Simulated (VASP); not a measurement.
# HfC in VASP: notebook

Runs on HfC. Level: PBE. Tasks: single point.

Program: VASP 6.6.1. These are calculated values, not measurements. Logs are shortened: lines on timing, memory, paths and dates and some standing lists are left out, and cuts for length are marked.

## 1. The cell of the first run

The structure is trigonal, space group R-3m (No. 166). Conventional cell: a = 3.255 Å, b = 3.255 Å, c = 8.215 Å, α = 90.00°, β = 90.00°, γ = 120.00°. Hf (site symmetry -3m) has 6 C at 2.33 Å within 3.1 Å. C (site symmetry -3m) has 6 Hf at 2.33 Å within 3.1 Å.

## 2. Single point, PBE (equal xy, yz and zx shear strains of +2 %)

The input, INCAR:

```
PREC = Accurate ; ENCUT = 520
EDIFF = 1E-7 ; ISMEAR = -1
SIGMA = 0.05 ; LREAL = False
LASPH = True ; NELM = 80
ALGO = Normal ; ISIF = 2
LWAVE = False ; LCHARG = False
GGA = PE ; NBANDS = 14
```

The input, KPOINTS:

```
regular mesh
0
Gamma
  15 15 15
```

The input, POSCAR:

```
HfC
1.0
    0.0465000000      2.3482500000      2.3482500000
    2.3482500000      0.0465000000      2.3482500000
    2.3482500000      2.3482500000      0.0465000000
Hf C
1 1
Direct
    0.5000000000      0.5000000000      0.5000000000
    0.0000000000      0.0000000000      0.0000000000
```

Potentials or basis: VASP PAW PBE potentials, release 64 (Hf_pv, C).

Launch:

```sh
$ cat potpaw_PBE.64/Hf_pv/POTCAR potpaw_PBE.64/C/POTCAR > POTCAR
$ mpirun -np 1 vasp_std > vasp.out
```

OUTCAR:

```text
PREC = Accurate
   ENCUT = 520
   EDIFF = 1E-7
   ISMEAR = -1
   LREAL = False
   LASPH = True
   NELM = 80
   ISIF = 2
   GGA = PE

 ion  position               nearest neighbor table
   1  0.500  0.500  0.500-   2 2.33   2 2.33   2 2.33   2 2.33   2 2.33   2 2.33
   2  0.000  0.000  0.000-   1 2.33   1 2.33   1 2.33   1 2.33   1 2.33   1 2.33

  LATTYP: Found a trigonal (rhomboedric) cell.
 ALAT       =     3.3212525310
 COS(alpha) =     0.5197000882

  Lattice vectors:

 A1 = (   0.0465000000,   2.3482500000,   2.3482500000)
 A2 = (   2.3482500000,   0.0465000000,   2.3482500000)
 A3 = (   2.3482500000,   2.3482500000,   0.0465000000)

Analysis of symmetry for initial positions (statically):
=====================================================================
 Subroutine PRICEL returns:
 Original cell was already a primitive cell.

 Routine SETGRP: Setting up the symmetry group for a
 trigonal (rhombohedral) supercell.

 Subroutine GETGRP returns: Found 12 space group operations
 (whereof 12 operations were pure point group operations)
 out of a pool of 12 trial point group operations.

The static configuration has the point symmetry D_3d.

Analysis of symmetry for dynamics (positions and initial velocities):
=====================================================================
 Subroutine PRICEL returns:
 Original cell was already a primitive cell.

 Routine SETGRP: Setting up the symmetry group for a
 trigonal (rhombohedral) supercell.

 Subroutine GETGRP returns: Found 12 space group operations
 (whereof 12 operations were pure point group operations)
 out of a pool of 12 trial point group operations.

The dynamic configuration has the point symmetry D_3d.

 Subroutine INISYM returns: Found 12 space group operations
 (whereof 12 operations are pure point group operations),
 and found     1 'primitive' translations

----------------------------------------------------------------------------------------

                                     Primitive cell

  volume of cell :      25.1287

  direct lattice vectors                    reciprocal lattice vectors
     0.046500000  2.348250000  2.348250000    -0.219355691  0.215096357  0.215096357
     2.348250000  0.046500000  2.348250000     0.215096357 -0.219355691  0.215096357
     2.348250000  2.348250000  0.046500000     0.215096357  0.215096357 -0.219355691

  length of vectors
     3.321252531  3.321252531  3.321252531     0.375033071  0.375033071  0.375033071

  position of ions in fractional coordinates (direct lattice)
     0.500000000  0.500000000  0.500000000
     0.000000000  0.000000000  0.000000000

  ion indices of the primitive-cell ions
   primitive index   ion index
                 1           1
                 2           2

----------------------------------------------------------------------------------------

 KPOINTS: regular mesh

Automatic generation of k-mesh.
 Grid dimensions read from file:
 generate k-points for:   15   15   15

 Generating k-lattice:

  Cartesian coordinates                     Fractional coordinates (reciprocal lattice)
    -0.014623713  0.014339757  0.014339757     0.066666667 -0.000000000 -0.000000000
     0.014339757 -0.014623713  0.014339757    -0.000000000  0.066666667 -0.000000000
     0.014339757  0.014339757 -0.014623713    -0.000000000 -0.000000000  0.066666667

  Length of vectors
     0.025002205  0.025002205  0.025002205

  Shift w.r.t. Gamma in fractional coordinates (k-lattice)
     0.000000000  0.000000000  0.000000000

 Subroutine IBZKPT returns following result:
 ===========================================

 Found    344 irreducible k-points:

 Following reciprocal coordinates:
            Coordinates               Weight
  0.000000  0.000000  0.000000      1.000000
  0.066667  0.000000  0.000000      6.000000
  0.133333  0.000000 -0.000000      6.000000
  0.200000  0.000000 -0.000000      6.000000
  0.266667  0.000000 -0.000000      6.000000
  0.333333 -0.000000  0.000000      6.000000
[... 16 lines left out ...]
  0.133333  0.133333  0.000000      6.000000
  0.200000  0.133333  0.000000     12.000000
 [... further k-points ...]
   k-points           NKPTS =    344   k-points in BZ     NKDIM =    344   number of bands    NBANDS=     14
   number of dos      NEDOS =    301   number of ions     NIONS =      2
   total plane-waves  NPLWV =  21952
   dimension x,y,z NGX =    28 NGY =   28 NGZ =   28
   dimension x,y,z NGXF=    56 NGYF=   56 NGZF=   56
   ions per type =               1   1
   NGX,Y,Z   is equivalent  to a cutoff of  14.02, 14.02, 14.02 a.u.
   NGXF,Y,Z  is equivalent  to a cutoff of  28.03, 28.03, 28.03 a.u.
 SYSTEM =  unknown system
   PREC   = accura    normal or accurate (medium, high low for compatibility)
   ISTART =      0    job   : 0-new  1-cont  2-samecut
   ICHARG =      2    charge: 1-file 2-atom 10-const
   ISPIN  =      1    spin polarized calculation?
   LNONCOLLINEAR =      F non collinear calculations
   LSORBIT =      F    spin-orbit coupling
   LASPH  =      T    aspherical Exc in radial PAW
   ENCUT  =  520.0 eV  38.22 Ry    6.18 a.u.   6.18  6.18  6.18*2*pi/ulx,y,z
   NELM   =     80;   NELMIN=  2; NELMDL= -5     # of ELM steps
   EDIFF  = 0.1E-06   stopping-criterion for ELM
   LREAL  =      F    real-space projection
   EDIFFG = 0.1E-05   stopping-criterion for IOM
   NSW    =      0    number of steps for IOM
   IBRION =     -1    ionic relax: 0-MD 1-quasi-New 2-CG
   NFREE  =      0    steps in history (QN), initial steepest desc. (CG)
   ISIF   =      2    stress and relaxation
   ISYM   =      2    0-nonsym 1-usesym 2-fastsym
   POTIM  = 0.5000    time-step for ionic-motion
   TEBEG  =    0.0;   TEEND  =   0.0 temperature during run
   PSTRESS=    0.0 pullay stress
   NELECT =      14.0000    total number of electrons
   NUPDOWN=      -1.0000    fix difference up-down
   EMIN   =  10.00;   EMAX   =-10.00  energy-range for DOS
   EFERMI =   0.00;   METHOD = LEGACY
   ISMEAR =    -1;   SIGMA  =   0.05  broadening in eV -4-tet -1-fermi 0-gaus
   EFERMI_NEDOS =   21; number of points for ismear=-14 and -15
   IALGO  =     38    algorithm
   IMIX   =      4    mixing-type and parameters
     AMIX     =   0.40;   BMIX     =  1.00
     AMIX_MAG =   1.60;   BMIX_MAG =  1.00
  volume/ion in A,a.u.               =      12.56        84.79
  Fermi-wavevector in a.u.,A,eV,Ry     =   1.347083  2.545618 24.689577  1.814633
  Thomas-Fermi vector in A             =   2.474863
   LORBIT       =      0    0 simple, 1 ext, 2 COOP (PROOUT), +10 PAW based schemes
   GGA     = PE    functional components
   LHFCALC =     F    Hartree Fock is set to
   AEXX    =    0.0000 exact exchange contribution
   IVDW    =     0    specifies the selected vdW correction
   LEPSILON=     F    determine dielectric tensor
   LRPA    =     F    only Hartree local field effects (RPA)
 non-spin polarized calculation
  energy-cutoff  :      520.00
  volume of cell :       25.13
 maximum number of plane-waves:       690
 NGX is ok and might be reduce to    28
   NGX = 13   NGY = 13   NGZ = 13

 number of electron      14.0000000 magnetization

 Free energy of the ion-electron system (eV)
  ---------------------------------------------------
  ext. energy  EPLUGINS =         0.00000000
  ---------------------------------------------------
  free energy    TOTEN  =       -21.03030351 eV

  energy without entropy =      -21.02772893  energy(sigma->0) =      -21.02901622

 E-fermi :   5.9387     XC(G=0): -12.2872

 val. band max:        5.9198997426   @ k =   0.0667   0.0667   0.0667
 cond. band min:       5.9448257429   @ k =   0.4667   0.4667   0.0000
 fundamental gap:      0.0249260003
 Fermi energy:         5.9386935107

 k-point     1 :       0.0000    0.0000    0.0000
  band No.  band energies     occupation
      1     -23.6308      2.00000
      2     -23.6074      2.00000
      3     -23.6074      2.00000
      4      -6.3553      2.00000
      5       6.8178      0.00000
      6       7.0281      0.00000
      7       7.0281      0.00000
      8       7.0566      0.00000
      9       7.4791      0.00000
     10       7.4791      0.00000
     11       9.3623      0.00000
     12       9.3623      0.00000
     13      12.8067      0.00000
     14      16.9686      0.00000

 k-point     2 :       0.0667    0.0000    0.0000
  band No.  band energies     occupation
      1     -23.6446      2.00000
      2     -23.6283      2.00000
      3     -23.6111      2.00000
      4      -6.2422      2.00000
      5       6.2028      0.01010
      6       6.2637      0.00300
      7       6.4908      0.00003
      8       7.3575      0.00000
      9       7.6816      0.00000
     10       7.9377      0.00000
     11       9.9144      0.00000
     12       9.9328      0.00000
     13      13.0719      0.00000
     14      17.2999      0.00000

 k-point     3 :       0.1333    0.0000   -0.0000
  band No.  band energies     occupation
      1     -23.7314      2.00000
      2     -23.6385      2.00000
      3     -23.6213      2.00000
      4      -5.9132      2.00000
      5       5.0746      2.00000
      6       5.3867      1.99997
      7       5.6366      1.99526
      8       7.7357      0.00000
      9       8.0541      0.00000
     10       8.3293      0.00000
     11      11.0877      0.00000
     12      11.1090      0.00000
     13      13.7415      0.00000
     14      18.2046      0.00000

 k-point     4 :       0.2000    0.0000   -0.0000
  band No.  band energies     occupation
      1     -23.8601      2.00000
      2     -23.6498      2.00000
      3     -23.6364      2.00000
      4      -5.3982      2.00000
      5       3.8684      2.00000
      6       4.5658      2.00000
      7       4.8296      2.00000
      8       8.2812      0.00000
      9       8.6094      0.00000
     10       8.6408      0.00000
     11      12.4675      0.00000
     12      12.4722      0.00000
     13      14.5420      0.00000
     14      19.3727      0.00000

 k-point     5 :       0.2667    0.0000   -0.0000
  band No.  band energies     occupation
      1     -24.0039      2.00000
      2     -23.6624      2.00000
      3     -23.6537      2.00000
      4      -4.7414      2.00000
      5       2.6879      2.00000
      6       3.8730      2.00000
      7       4.1507      2.00000
      8       8.9852      0.00000
      9       9.0296      0.00000
     10       9.3292      0.00000
     11      13.8791      0.00000
[... 276 lines left out ...]
 k-point    22 :      -0.0667    0.0667    0.0000
  band No.  band energies     occupation
      1     -23.6866      2.00000
      2     -23.6403      2.00000
      3     -23.6196      2.00000
      4      -6.0572      2.00000
      5       5.5185      1.99955
      6       5.6724      1.99033
      7       6.0039      0.42688
      8       7.3522      0.00000
      9       8.2215      0.00000
     10       8.2391      0.00000
     11      10.0375      0.00000
     12      11.0139      0.00000
     13      13.5169      0.00000
     14      17.8366      0.00000

 k-point    23 :       0.1333    0.1333    0.0000
  band No.  band energies     occupation
      1     -23.7260      2.00000
      2     -23.6627      2.00000
      3     -23.6451      2.00000
      4      -5.7981      2.00000
      5       4.2392      2.00000
      6       5.7822      1.91614
      7       5.9860      0.55959
      8       6.6036      0.00000
      9       9.1273      0.00000
     10       9.3085      0.00000
     11       9.6612      0.00000
     12      11.5325      0.00000
     13      14.5197      0.00000
     14      18.5320      0.00000

 k-point    24 :       0.2000    0.1333    0.0000
  band No.  band energies     occupation
      1     -23.8053      2.00000
      2     -23.6825      2.00000
      3     -23.6591      2.00000
      4      -5.4550      2.00000
      5       3.4944      2.00000
      6       5.2941      1.99999
      7       5.4624      1.99985
      8       6.7338      0.00000
      9       9.3571      0.00000
     10       9.8196      0.00000
     11      10.4901      0.00000
     12      12.2179      0.00000
     13      15.4400      0.00000
     14      19.4427      0.00000

 [... further k-points ...]
[... 5 lines left out ...]
  --------------------------------------------------------------------------------------
  -------------------------------------------------------------------------------------
  Total       -0.0578978     -0.0578978     -0.0578978     -0.5447717     -0.5447717     -0.5447717
  in kB       -3.6915028     -3.6915028     -3.6915028    -34.7340693    -34.7340693    -34.7340693
  external PRESSURE =      -3.6915028 kB  Pullay stress =       0.0000000 kB

 VOLUME and BASIS-vectors are now :
 -----------------------------------------------------------------------------
  energy-cutoff  :      520.00
  volume of cell :       25.13
      direct lattice vectors                 reciprocal lattice vectors
     0.046500000  2.348250000  2.348250000    -0.219355691  0.215096357  0.215096357
     2.348250000  0.046500000  2.348250000     0.215096357 -0.219355691  0.215096357
     2.348250000  2.348250000  0.046500000     0.215096357  0.215096357 -0.219355691

 POSITION                                       TOTAL-FORCE (eV/Angst)
 -----------------------------------------------------------------------------------
      2.37150      2.37150      2.37150         0.000000     -0.000000      0.000000
      0.00000      0.00000      0.00000        -0.000000      0.000000     -0.000000
 -----------------------------------------------------------------------------------
    total drift:                                0.000000      0.000000      0.000000

  FREE ENERGIE OF THE ION-ELECTRON SYSTEM (eV)
  ---------------------------------------------------
  free  energy   TOTEN  =       -21.0303035095 eV

  energy  without entropy=      -21.0277289301  energy(sigma->0) =      -21.02901622
```

Run time: 2.5 min. Hardware: 1 thread of AMD EPYC 7R43 (Zen 3), shared host; peak memory 0.23 GiB.

What came out:

- Free energy: -21.0303 eV
- Pressure: -0.4 GPa
- Band gap on the k mesh: zero (band 7 reaches 7.03 eV, above the bottom of band 8 at 5.63 eV)

Stress tensor (GPa, compression positive):
```
-0.37 -3.47 -3.47
-3.47 -0.37 -3.47
-3.47 -3.47 -0.37
```

Caveat: the cell differs from its parent crystal (equal xy, yz and zx shear strains of +2 %); spin-orbit coupling is left out, which moves the levels of the heavy elements.

(Part 1 of 2 ends here.)
